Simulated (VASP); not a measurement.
# Ti3Se (P-6m2) in VASP: single point with PBE

Aim: the single point of Ti3Se with PBE.

Everything below comes from runs of VASP 6.6.1. Logs are shortened: lines on timing, memory, paths and dates and some standing lists are left out, and cuts for length are marked.

### Step 1. The cell of the first run

The structure is hexagonal, space group P-6m2 (No. 187). Conventional cell: a = 3.165 Å, b = 3.165 Å, c = 7.863 Å, α = 90.00°, β = 90.00°, γ = 120.00°. Se (site symmetry -6m2) has 6 Ti at 2.55 Å and 6 Se at 3.17 Å within 3.4 Å. Within 3.7 Å of Ti (site symmetry -6m2) lie 12 Ti at 2.82 to 3.17 Å. Within 3.4 Å of Ti (site symmetry 3m) lie 3 Se at 2.55 Å and 9 Ti at 2.82 to 3.17 Å.

### Step 2. Single point, PBE

INCAR

```
SYSTEM = Ti3Se
PREC = Accurate
ENCUT = 500
EDIFF = 1E-6
ISMEAR = -1
SIGMA = 0.02
LREAL = .FALSE.
LASPH = .TRUE.
NELM = 120
ALGO = Normal
ISIF = 2
LWAVE = .FALSE.
LCHARG = .FALSE.
GGA = PE
NBANDS = 29
GGA_COMPAT = .FALSE.
```

KPOINTS

```
regular mesh
0
G
  11 11 5
  0 0 0
```

POSCAR

```
Ti3Se
1.0
    3.1651459602      0.0000000000      0.0000000000
   -1.5825729801      2.7410968082      0.0000000000
    0.0000000000      0.0000000000      7.8625097669
Se Ti
1 3
Direct
    0.0000000000      0.0000000000      0.0000000000
    0.6666666667      0.3333333333      0.5000000000
    0.3333333333      0.6666666667      0.7729020000
    0.3333333333      0.6666666667      0.2270980000
```

Potentials or basis: VASP PAW PBE potentials, release 64 (Se, Ti_sv).

Started as:

```
$ cat potpaw_PBE.64/Se/POTCAR potpaw_PBE.64/Ti_sv/POTCAR > POTCAR
$ mpirun -np 1 vasp_std > vasp.out
```

OUTCAR:

```text
SYSTEM = Ti3Se
   PREC = Accurate
   ENCUT = 500
   EDIFF = 1E-6
   ISMEAR = -1
   LREAL = .FALSE.
   LASPH = .TRUE.
   NELM = 120
   ISIF = 2
   GGA = PE

 ion  position               nearest neighbor table
   1  0.000  0.000  0.000-   3 2.55   4 2.55   3 2.55   4 2.55   3 2.55   4 2.55
   2  0.667  0.333  0.500-   3 2.82   4 2.82   3 2.82   4 2.82   3 2.82   4 2.82
   3  0.333  0.667  0.773-   1 2.55   1 2.55   1 2.55   2 2.82   2 2.82   2 2.82
   4  0.333  0.667  0.227-   1 2.55   1 2.55   1 2.55   2 2.82   2 2.82   2 2.82

  LATTYP: Found a hexagonal cell.
 ALAT       =     3.1651459602
 C/A-ratio  =     2.4840907389

  Lattice vectors:

 A1 = (   3.1651459602,   0.0000000000,   0.0000000000)
 A2 = (  -1.5825729801,   2.7410968082,   0.0000000000)
 A3 = (   0.0000000000,   0.0000000000,   7.8625097669)

Analysis of symmetry for initial positions (statically):
=====================================================================
 Subroutine PRICEL returns:
 Original cell was already a primitive cell.

 Routine SETGRP: Setting up the symmetry group for a
 hexagonal supercell.

 Subroutine GETGRP returns: Found 12 space group operations
 (whereof 12 operations were pure point group operations)
 out of a pool of 24 trial point group operations.

The static configuration has the point symmetry D_3h.

Analysis of symmetry for dynamics (positions and initial velocities):
=====================================================================
 Subroutine PRICEL returns:
 Original cell was already a primitive cell.

 Routine SETGRP: Setting up the symmetry group for a
 hexagonal supercell.

 Subroutine GETGRP returns: Found 12 space group operations
 (whereof 12 operations were pure point group operations)
 out of a pool of 24 trial point group operations.

The dynamic configuration has the point symmetry D_3h.

 Subroutine INISYM returns: Found 12 space group operations
 (whereof 12 operations are pure point group operations),
 and found     1 'primitive' translations

----------------------------------------------------------------------------------------

                                     Primitive cell

  volume of cell :      68.2149

  direct lattice vectors                    reciprocal lattice vectors
     3.165145960  0.000000000  0.000000000     0.315941196  0.182408735  0.000000000
    -1.582572980  2.741096808  0.000000000     0.000000000  0.364817469  0.000000000
     0.000000000  0.000000000  7.862509767     0.000000000  0.000000000  0.127185852

  length of vectors
     3.165145960  3.165145960  7.862509767     0.364817469  0.364817469  0.127185852

  position of ions in fractional coordinates (direct lattice)
     0.000000000  0.000000000  0.000000000
     0.666666667  0.333333333  0.500000000
     0.333333333  0.666666667  0.772902000
     0.333333333  0.666666667  0.227098000

  ion indices of the primitive-cell ions
   primitive index   ion index
                 1           1
                 2           2
                 3           3
                 4           4

----------------------------------------------------------------------------------------

 KPOINTS: regular mesh

Automatic generation of k-mesh.
 Grid dimensions read from file:
 generate k-points for:   11   11    5

 Generating k-lattice:

  Cartesian coordinates                     Fractional coordinates (reciprocal lattice)
     0.028721927  0.016582612  0.000000000     0.090909091  0.000000000  0.000000000
     0.000000000  0.033165224  0.000000000     0.000000000  0.090909091  0.000000000
     0.000000000  0.000000000  0.025437170     0.000000000  0.000000000  0.200000000

  Length of vectors
     0.033165224  0.033165224  0.025437170

  Shift w.r.t. Gamma in fractional coordinates (k-lattice)
     0.000000000  0.000000000  0.000000000

 Subroutine IBZKPT returns following result:
 ===========================================

 Found     48 irreducible k-points:

 Following reciprocal coordinates:
            Coordinates               Weight
  0.000000  0.000000  0.000000      1.000000
  0.090909 -0.000000  0.000000      6.000000
  0.181818 -0.000000  0.000000      6.000000
  0.272727 -0.000000  0.000000      6.000000
  0.363636 -0.000000  0.000000      6.000000
  0.454545 -0.000000  0.000000      6.000000
[... 16 lines left out ...]
  0.090909  0.090909  0.200000     12.000000
  0.181818  0.090909  0.200000     24.000000
 [... further k-points ...]
   k-points           NKPTS =     48   k-points in BZ     NKDIM =     48   number of bands    NBANDS=     29
   number of dos      NEDOS =    301   number of ions     NIONS =      4
   total plane-waves  NPLWV =  34560
   dimension x,y,z NGX =    24 NGY =   24 NGZ =   60
   dimension x,y,z NGXF=    48 NGYF=   48 NGZF=  120
   ions per type =               1   3
   NGX,Y,Z   is equivalent  to a cutoff of  12.61, 12.61, 12.69 a.u.
   NGXF,Y,Z  is equivalent  to a cutoff of  25.21, 25.21, 25.37 a.u.
 SYSTEM =  Ti3Se
   PREC   = accura    normal or accurate (medium, high low for compatibility)
   ISTART =      0    job   : 0-new  1-cont  2-samecut
   ICHARG =      2    charge: 1-file 2-atom 10-const
   ISPIN  =      1    spin polarized calculation?
   LNONCOLLINEAR =      F non collinear calculations
   LSORBIT =      F    spin-orbit coupling
   LASPH  =      T    aspherical Exc in radial PAW
   ENCUT  =  500.0 eV  36.75 Ry    6.06 a.u.   5.77  5.77 14.34*2*pi/ulx,y,z
   NELM   =    120;   NELMIN=  2; NELMDL= -5     # of ELM steps
   EDIFF  = 0.1E-05   stopping-criterion for ELM
   LREAL  =      F    real-space projection
   EDIFFG = 0.1E-04   stopping-criterion for IOM
   NSW    =      0    number of steps for IOM
   IBRION =     -1    ionic relax: 0-MD 1-quasi-New 2-CG
   NFREE  =      0    steps in history (QN), initial steepest desc. (CG)
   ISIF   =      2    stress and relaxation
   ISYM   =      2    0-nonsym 1-usesym 2-fastsym
   POTIM  = 0.5000    time-step for ionic-motion
   TEBEG  =    0.0;   TEEND  =   0.0 temperature during run
   PSTRESS=    0.0 pullay stress
   NELECT =      42.0000    total number of electrons
   NUPDOWN=      -1.0000    fix difference up-down
   EMIN   =  10.00;   EMAX   =-10.00  energy-range for DOS
   EFERMI =   0.00;   METHOD = LEGACY
   ISMEAR =    -1;   SIGMA  =   0.02  broadening in eV -4-tet -1-fermi 0-gaus
   EFERMI_NEDOS =   21; number of points for ismear=-14 and -15
   IALGO  =     38    algorithm
   IMIX   =      4    mixing-type and parameters
     AMIX     =   0.40;   BMIX     =  1.00
     AMIX_MAG =   1.60;   BMIX_MAG =  1.00
  volume/ion in A,a.u.               =      17.05       115.08
  Fermi-wavevector in a.u.,A,eV,Ry     =   1.392723  2.631865 26.390922  1.939678
  Thomas-Fermi vector in A             =   2.516438
   LORBIT       =      0    0 simple, 1 ext, 2 COOP (PROOUT), +10 PAW based schemes
   GGA     = PE    functional components
   LHFCALC =     F    Hartree Fock is set to
   AEXX    =    0.0000 exact exchange contribution
   IVDW    =     0    specifies the selected vdW correction
   LEPSILON=     F    determine dielectric tensor
   LRPA    =     F    only Hartree local field effects (RPA)
 non-spin polarized calculation
  energy-cutoff  :      500.00
  volume of cell :       68.21
 maximum number of plane-waves:      1746
 NGX is ok and might be reduce to    24
   NGX = 11   NGY = 11   NGZ = 29

 number of electron      42.0000014 magnetization

 Free energy of the ion-electron system (eV)
  ---------------------------------------------------
  ext. energy  EPLUGINS =         0.00000000
  ---------------------------------------------------
  free energy    TOTEN  =       -28.84805542 eV

  energy without entropy =      -28.84460297  energy(sigma->0) =      -28.84632920

 E-fermi :   8.3831     XC(G=0): -11.4951

 val. band max:        8.3822931350   @ k =   0.0909   0.0909   0.2000
 cond. band min:       8.4287621908   @ k =   0.3636   0.2727   0.4000
 fundamental gap:      0.0464690558
 Fermi energy:         8.3831310302

 k-point     1 :       0.0000    0.0000    0.0000
  band No.  band energies     occupation
      1     -48.5892      2.00000
      2     -48.5631      2.00000
      3     -48.4166      2.00000
      4     -25.0979      2.00000
      5     -24.9881      2.00000
      6     -24.6840      2.00000
[... 21 lines left out ...]
     28      10.1259      0.00000
     29      10.1259      0.00000

 k-point     2 :       0.0909   -0.0000    0.0000
  band No.  band energies     occupation
      1     -48.5854      2.00000
      2     -48.5607      2.00000
      3     -48.4159      2.00000
      4     -25.0883      2.00000
      5     -24.9904      2.00000
      6     -24.7007      2.00000
[... 21 lines left out ...]
     28      10.0534      0.00000
     29      10.1112      0.00000

 k-point     3 :       0.1818   -0.0000    0.0000
  band No.  band energies     occupation
      1     -48.5750      2.00000
      2     -48.5544      2.00000
      3     -48.4139      2.00000
      4     -25.0623      2.00000
      5     -24.9983      2.00000
      6     -24.7563      2.00000
[... 21 lines left out ...]
     28      10.1176      0.00000
     29      10.1912      0.00000

 k-point     4 :       0.2727   -0.0000    0.0000
  band No.  band energies     occupation
      1     -48.5610      2.00000
      2     -48.5461      2.00000
      3     -48.4118      2.00000
      4     -25.0286      2.00000
      5     -25.0137      2.00000
      6     -24.8313      2.00000
[... 21 lines left out ...]
     28      10.3310      0.00000
     29      10.4389      0.00000

 k-point     5 :       0.3636   -0.0000    0.0000
  band No.  band energies     occupation
      1     -48.5477      2.00000
      2     -48.5384      2.00000
      3     -48.4102      2.00000
      4     -25.0334      2.00000
      5     -25.0047      2.00000
      6     -24.8838      2.00000
[... 21 lines left out ...]
     28      10.7512      0.00000
     29      10.8106      0.00000
[... 510 lines left out ...]
     28      10.8166      0.00000
     29      10.8223      0.00000

 k-point    22 :       0.4545   -0.0000    0.2000
  band No.  band energies     occupation
      1     -48.5391      2.00000
      2     -48.5344      2.00000
      3     -48.4095      2.00000
      4     -25.0417      2.00000
      5     -25.0079      2.00000
      6     -24.9067      2.00000
[... 21 lines left out ...]
     28      11.0251      0.00000
     29      11.2866      0.00000

 k-point    23 :       0.0909    0.0909    0.2000
  band No.  band energies     occupation
      1     -48.5777      2.00000
      2     -48.5571      2.00000
      3     -48.4144      2.00000
      4     -25.0838      2.00000
      5     -24.9783      2.00000
      6     -24.7382      2.00000
[... 21 lines left out ...]
     28      10.1423      0.00000
     29      10.3948      0.00000

 k-point    24 :       0.1818    0.0909    0.2000
  band No.  band energies     occupation
      1     -48.5655      2.00000
      2     -48.5497      2.00000
      3     -48.4124      2.00000
      4     -25.0531      2.00000
      5     -24.9906      2.00000
      6     -24.8069      2.00000
[... 21 lines left out ...]
     28      10.3062      0.00000
     29      10.6371      0.00000

 [... further k-points ...]
[... 5 lines left out ...]
  --------------------------------------------------------------------------------------
  -------------------------------------------------------------------------------------
  Total        1.4966150      1.4966150      1.8231735     -0.0000000     -0.0000000      0.0000000
  in kB       35.1512984     35.1512984     42.8212434     -0.0000000     -0.0000000      0.0000000
  external PRESSURE =      37.7079467 kB  Pullay stress =       0.0000000 kB

 VOLUME and BASIS-vectors are now :
 -----------------------------------------------------------------------------
  energy-cutoff  :      500.00
  volume of cell :       68.21
      direct lattice vectors                 reciprocal lattice vectors
     3.165145960  0.000000000  0.000000000     0.315941196  0.182408735  0.000000000
    -1.582572980  2.741096808  0.000000000     0.000000000  0.364817469  0.000000000
     0.000000000  0.000000000  7.862509767     0.000000000  0.000000000  0.127185852

 POSITION                                       TOTAL-FORCE (eV/Angst)
 -----------------------------------------------------------------------------------
      0.00000      0.00000      0.00000         0.000000      0.000000      0.000000
      1.58257      0.91370      3.93125        -0.000000      0.000000      0.000000
     -0.00000      1.82740      6.07695         0.000000      0.000000     -0.141116
     -0.00000      1.82740      1.78556         0.000000     -0.000000      0.141116
 -----------------------------------------------------------------------------------
    total drift:                                0.000000     -0.000000     -0.000000

  FREE ENERGIE OF THE ION-ELECTRON SYSTEM (eV)
  ---------------------------------------------------
  free  energy   TOTEN  =       -28.8480554218 eV

  energy  without entropy=      -28.8446029727  energy(sigma->0) =      -28.84632920
```

Run time: 2 min. Hardware: 1 thread of Intel Xeon 8259CL, shared host; peak memory 0.23 GiB.

Results:

* Free energy: -28.8481 eV
* Pressure: 3.8 GPa
* Largest force: 0.141 eV/Å
* Band gap on the k mesh: zero (band 21 reaches 8.78 eV, above the bottom of band 22 at 8.18 eV)

Forces on the atoms (eV/Å):
```
Se   0.000  0.000  0.000
Ti   0.000  0.000  0.000
Ti   0.000  0.000 -0.141
Ti   0.000  0.000  0.141
```

Stress tensor (GPa, compression positive):
```
3.52 0.00 0.00
0.00 3.52 0.00
0.00 0.00 4.28
```
